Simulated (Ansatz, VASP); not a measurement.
**NaGa2F3: VASP beside Ansatz**

```xyz
6
Lattice="2.9831 1.7223 3.4703 -2.9831 1.7223 3.4703 0.0000 -3.4446 3.4703" Properties=species:S:1:pos:R:3 pbc="T T T"
Na    0.0000    0.0000    0.0000
Ga    0.0000    0.0000    7.3252
Ga    0.0000    0.0000    3.0858
F    -1.4916    0.8612    1.7352
F     1.4916    0.8612    1.7352
F     0.0000   -1.7223    1.7352
```

Change from the starting cell: species swapped into the Tb2FeCo3 type (R-3m, No. 166).

Alike in both runs: functional PBE; k mesh 6 × 6 × 6; occupations gaussian, width 0.02 eV; no spin polarisation.

Ansatz relaxed the structure, and its values are those at the end. VASP's run is a single point on that final structure, the one shown.

|  | VASP | Ansatz |
| --- | --- | --- |
| version | VASP 6.6.1 | Ansatz 0.2.0 |
| potentials or method | VASP PAW PBE potentials, release 64 (Na_pv, Ga_d, F), cutoff 520 eV | scalar-relativistic, plane waves, PAW |
| valence electrons in the cell | 54 | 56 |

VASP gave:

| Quantity | Value |
| --- | --- |
| gap on the k mesh at the Fermi level (eV) | 1.73 |
| least direct gap on the mesh (eV) | 2.09 |
| pressure (GPa) | 0.0 |
| rms of the force components (eV/Å) | 0.018 |

Q: Which values does Ansatz return?

A: gap on the k mesh at the Fermi level (eV): 1.74; least direct gap on the mesh (eV): 2.10; pressure (GPa): 0.0; rms of the force components (eV/Å): 0.000.

The functional is the same, so the differences come from potentials, cutoffs and numerics. VASP's potentials hold 54 valence electrons a cell and Ansatz's 56, so a difference there can come from the potentials and not from the codes.
